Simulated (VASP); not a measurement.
# HfZr2Te6 (P-3m1) in VASP: single point with PBE

Aim: the single point of HfZr2Te6 with PBE.

Program: VASP 6.6.1. These are calculated values, not measurements. Logs are shortened: lines on timing, memory, paths and dates and some standing lists are left out, and cuts for length are marked.

### 1 The cell of the first run

The structure is trigonal, space group P-3m1 (No. 164). The conventional cell has a = 3.971 Å, b = 3.971 Å, c = 21.361 Å, α = 90.00°, β = 90.00°, γ = 120.00°. Zr (site symmetry 3m) has 6 Te at 2.92 Å within 3.8 Å. Within 3.8 Å of Hf (site symmetry -3m) lie 6 Te at 2.90 Å. Within 3.8 Å of Te (site symmetry 3m) lie 3 Zr at 2.92 Å. Te (site symmetry 3m) has 3 Zr at 2.92 Å within 3.8 Å. Te (site symmetry 3m) has 3 Hf at 2.90 Å within 3.8 Å.

### 2 Single point, PBE

The input, INCAR:

```
SYSTEM = HfZr2Te6
PREC = Accurate ; ENCUT = 520
EDIFF = 1E-7 ; ISMEAR = 0
SIGMA = 0.1 ; LREAL = .False.
LASPH = .True. ; NELM = 80
ALGO = Normal ; ISIF = 2
LWAVE = .False. ; LCHARG = .False.
GGA = PE ; NBANDS = 45
```

The input, KPOINTS:

```
Automatic mesh
0
Gamma
  12 12 2
  0 0 0
```

The input, POSCAR:

```
HfZr2Te6
1.0
    3.9714759408      0.0000000000      0.0000000000
   -1.9857379704      3.4393990553      0.0000000000
    0.0000000000      0.0000000000     21.3606188334
Zr Hf Te
2 1 6
Direct
    0.0000000000      0.0000000000      0.8345985922
    0.0000000000      0.0000000000      0.1654014078
    0.0000000000      0.0000000000      0.5000000000
    0.3333333333      0.6666666667      0.9189233979
    0.3333333333      0.6666666667      0.2498087031
    0.3333333333      0.6666666667      0.5831101661
    0.6666666667      0.3333333333      0.0810766021
    0.6666666667      0.3333333333      0.4168898339
    0.6666666667      0.3333333333      0.7501912969
```

Potentials or basis: VASP PAW PBE potentials, release 64 (Zr_sv, Hf_pv, Te).

Launch:

```sh
$ cat potpaw_PBE.64/Zr_sv/POTCAR potpaw_PBE.64/Hf_pv/POTCAR potpaw_PBE.64/Te/POTCAR > POTCAR
$ mpirun -np 1 vasp_std > vasp.out
```

OUTCAR:

```text
SYSTEM = HfZr2Te6
   PREC = Accurate
   ENCUT = 520
   EDIFF = 1E-7
   ISMEAR = 0
   LREAL = .False.
   LASPH = .True.
   NELM = 80
   ISIF = 2
   GGA = PE

 ion  position               nearest neighbor table
   1  0.000  0.000  0.835-   4 2.92   4 2.92   4 2.92   9 2.92   9 2.92   9 2.92
   2  0.000  0.000  0.165-   7 2.92   7 2.92   7 2.92   5 2.92   5 2.92   5 2.92
   3  0.000  0.000  0.500-   6 2.90   8 2.90   8 2.90   6 2.90   8 2.90   6 2.90
   4  0.333  0.667  0.919-   1 2.92   1 2.92   1 2.92
   5  0.333  0.667  0.250-   2 2.92   2 2.92   2 2.92
   6  0.333  0.667  0.583-   3 2.90   3 2.90   3 2.90
   7  0.667  0.333  0.081-   2 2.92   2 2.92   2 2.92
   8  0.667  0.333  0.417-   3 2.90   3 2.90   3 2.90
   9  0.667  0.333  0.750-   1 2.92   1 2.92   1 2.92

  LATTYP: Found a hexagonal cell.
 ALAT       =     3.9714759408
 C/A-ratio  =     5.3785089352

  Lattice vectors:

 A1 = (   3.9714759408,   0.0000000000,   0.0000000000)
 A2 = (  -1.9857379704,   3.4393990553,   0.0000000000)
 A3 = (   0.0000000000,   0.0000000000,  21.3606188334)

Analysis of symmetry for initial positions (statically):
=====================================================================
 Subroutine PRICEL returns:
 Original cell was already a primitive cell.

 Routine SETGRP: Setting up the symmetry group for a
 hexagonal supercell.

 Subroutine GETGRP returns: Found 12 space group operations
 (whereof 12 operations were pure point group operations)
 out of a pool of 24 trial point group operations.

The static configuration has the point symmetry D_3d.

Analysis of symmetry for dynamics (positions and initial velocities):
=====================================================================
 Subroutine PRICEL returns:
 Original cell was already a primitive cell.

 Routine SETGRP: Setting up the symmetry group for a
 hexagonal supercell.

 Subroutine GETGRP returns: Found 12 space group operations
 (whereof 12 operations were pure point group operations)
 out of a pool of 24 trial point group operations.

The dynamic configuration has the point symmetry D_3d.

 Subroutine INISYM returns: Found 12 space group operations
 (whereof 12 operations are pure point group operations),
 and found     1 'primitive' translations

----------------------------------------------------------------------------------------

                                     Primitive cell

  volume of cell :     291.7752

[... 109 lines left out ...]
   ISYM   =      2    0-nonsym 1-usesym 2-fastsym
   POTIM  = 0.5000    time-step for ionic-motion
   TEBEG  =    0.0;   TEEND  =   0.0 temperature during run
   PSTRESS=    0.0 pullay stress
   NELECT =      70.0000    total number of electrons
   NUPDOWN=      -1.0000    fix difference up-down
   EMIN   =  10.00;   EMAX   =-10.00  energy-range for DOS
   EFERMI =   0.00;   METHOD = LEGACY
   ISMEAR =     0;   SIGMA  =   0.10  broadening in eV -4-tet -1-fermi 0-gaus
   EFERMI_NEDOS =   21; number of points for ismear=-14 and -15
   IALGO  =     38    algorithm
   IMIX   =      4    mixing-type and parameters
     AMIX     =   0.40;   BMIX     =  1.00
     AMIX_MAG =   1.60;   BMIX_MAG =  1.00
  volume/ion in A,a.u.               =      32.42       218.78
  Fermi-wavevector in a.u.,A,eV,Ry     =   1.017243  1.922311 14.079083  1.034783
  Thomas-Fermi vector in A             =   2.150633
   LORBIT       =      0    0 simple, 1 ext, 2 COOP (PROOUT), +10 PAW based schemes
   GGA     = PE    functional components
   LHFCALC =     F    Hartree Fock is set to
   AEXX    =    0.0000 exact exchange contribution
   IVDW    =     0    specifies the selected vdW correction
   LEPSILON=     F    determine dielectric tensor
   LRPA    =     F    only Hartree local field effects (RPA)
 non-spin polarized calculation
 Gauss-broadening in eV      SIGMA  =   0.10
  energy-cutoff  :      520.00
  volume of cell :      291.78
 maximum number of plane-waves:      7933
 NGX is ok and might be reduce to    30
   NGX = 15   NGY = 15   NGZ = 79

 number of electron      70.0000005 magnetization

 Free energy of the ion-electron system (eV)
  ---------------------------------------------------
  ext. energy  EPLUGINS =         0.00000000
  ---------------------------------------------------
  free energy    TOTEN  =       -53.65839631 eV

  energy without entropy =      -53.64497318  energy(sigma->0) =      -53.65168475

 E-fermi :   5.3730     XC(G=0):  -9.1688

 val. band max:        5.3539606789   @ k =   0.0833   0.0000   0.5000
 cond. band min:       5.3758565353   @ k =   0.0833   0.0000   0.0000
 fundamental gap:      0.0218958564
 Fermi energy:         5.3729554138

 k-point     1 :       0.0000    0.0000    0.0000
  band No.  band energies     occupation
      1     -44.2614      2.00000
      2     -44.2614      2.00000
      3     -26.2444      2.00000
      4     -26.2444      2.00000
      5     -26.2363      2.00000
      6     -22.2673      2.00000
[... 1141 lines left out ...]
     44       7.7796      0.00000
     45       8.7522      0.00000

 [... further k-points ...]

------------------------ aborting loop because EDIFF is reached ----------------------------------------

  FORCE on cell =-STRESS in cart. coord.  units (eV):
  Direction    XX          YY          ZZ          XY          YZ          ZX
  --------------------------------------------------------------------------------------
  -------------------------------------------------------------------------------------
  Total       -0.0930360     -0.0930360     -0.0742978      0.0000000      0.0000000      0.0000000
  in kB       -0.5108737     -0.5108737     -0.4079796      0.0000000      0.0000000      0.0000000
  external PRESSURE =      -0.4765756 kB  Pullay stress =       0.0000000 kB

 VOLUME and BASIS-vectors are now :
 -----------------------------------------------------------------------------
  energy-cutoff  :      520.00
  volume of cell :      291.78
      direct lattice vectors                 reciprocal lattice vectors
     3.971475941  0.000000000  0.000000000     0.251795558  0.145374233  0.000000000
    -1.985737970  3.439399055  0.000000000     0.000000000  0.290748466  0.000000000
     0.000000000  0.000000000 21.360618833     0.000000000  0.000000000  0.046815123

 POSITION                                       TOTAL-FORCE (eV/Angst)
 -----------------------------------------------------------------------------------
      0.00000      0.00000     17.82754        -0.000000     -0.000000     -0.000098
      0.00000      0.00000      3.53308        -0.000000      0.000000      0.000098
      0.00000      0.00000     10.68031        -0.000000      0.000000      0.000000
     -0.00000      2.29293     19.62877        -0.000000      0.000000      0.013664
     -0.00000      2.29293      5.33607         0.000000     -0.000000      0.013426
     -0.00000      2.29293     12.45559         0.000000      0.000000     -0.028949
      1.98574      1.14647      1.73185         0.000000      0.000000     -0.013664
      1.98574      1.14647      8.90502        -0.000000     -0.000000      0.028949
      1.98574      1.14647     16.02455        -0.000000      0.000000     -0.013426
 -----------------------------------------------------------------------------------
    total drift:                                0.000000     -0.000000      0.000000

  FREE ENERGIE OF THE ION-ELECTRON SYSTEM (eV)
  ---------------------------------------------------
  free  energy   TOTEN  =       -53.6583963065 eV

  energy  without entropy=      -53.6449731847  energy(sigma->0) =      -53.65168475
```

OSZICAR:

```text
N       E                     dE             d eps       ncg     rms          rms(c)
DAV:   1     0.485997181379E+03    0.48600E+03   -0.31242E+04  3636   0.135E+03
DAV:   2    -0.138962912026E+02   -0.49989E+03   -0.48820E+03  4251   0.310E+02
DAV:   3    -0.535793753368E+02   -0.39683E+02   -0.39130E+02  4707   0.714E+01
[... 13 lines left out ...]
DAV:  17    -0.536583970367E+02   -0.10051E-05   -0.40535E-05  4776   0.166E-02    0.659E-03
DAV:  18    -0.536583962848E+02    0.75194E-06   -0.60466E-06  3894   0.681E-03    0.528E-03
DAV:  19    -0.536583964432E+02   -0.15843E-06   -0.10262E-06  3877   0.356E-03    0.367E-03
DAV:  20    -0.536583962470E+02    0.19619E-06   -0.23482E-07  2368   0.174E-03    0.111E-03
DAV:  21    -0.536583963065E+02   -0.59461E-07   -0.42564E-08  2245   0.798E-04
   1 F= -.53658396E+02 E0= -.53651685E+02  d E =-.134231E-01
```

Wall time 16 min (1 thread of Intel Xeon Platinum 8375C at 2.90GHz (Ice Lake), shared host); peak memory 0.68 GiB.

Results:

```
Free energy            : -53.6584 eV
Pressure               : 0.0 GPa
Largest force          : 0.029 eV/Å
Band gap on the k mesh : zero (bands 35 and 36 overlap by 0.65 eV)
```

Forces in eV/Å, atoms in the order of the input:
```
Zr   0.000  0.000  0.000
Zr   0.000  0.000  0.000
Hf   0.000  0.000  0.000
Te   0.000  0.000  0.014
Te   0.000  0.000  0.013
Te   0.000  0.000 -0.029
Te   0.000  0.000 -0.014
Te   0.000  0.000  0.029
Te   0.000  0.000 -0.013
```

Levels at points of the mesh, in eV from the Fermi level:
| k point | band 32 | band 33 | band 34 | band 35 | band 36 | band 37 | band 38 | band 39 |
| --- | --- | --- | --- | --- | --- | --- | --- | --- |
| (0.00, 0.00, 0.00) | 0.38 | 0.38 | 0.48 | 0.48 | 0.68 | 0.72 | 0.72 | 0.73 |
| (0.50, 0.00, 0.00) | -1.41 | -1.10 | -0.89 | -0.79 | -0.10 | -0.04 | 0.08 | 2.03 |
| (0.00, 0.00, 0.50) | 0.41 | 0.41 | 0.46 | 0.46 | 0.72 | 0.72 | 0.73 | 0.73 |
| (0.50, 0.00, 0.50) | -1.22 | -1.09 | -0.93 | -0.77 | -0.17 | 0.02 | 0.06 | 2.03 |

Caveat: spin-orbit coupling is left out, which moves the levels of the heavy elements; this functional lacks dispersion, which binds the layers, so the pressure and a relaxed spacing across them are unreliable.
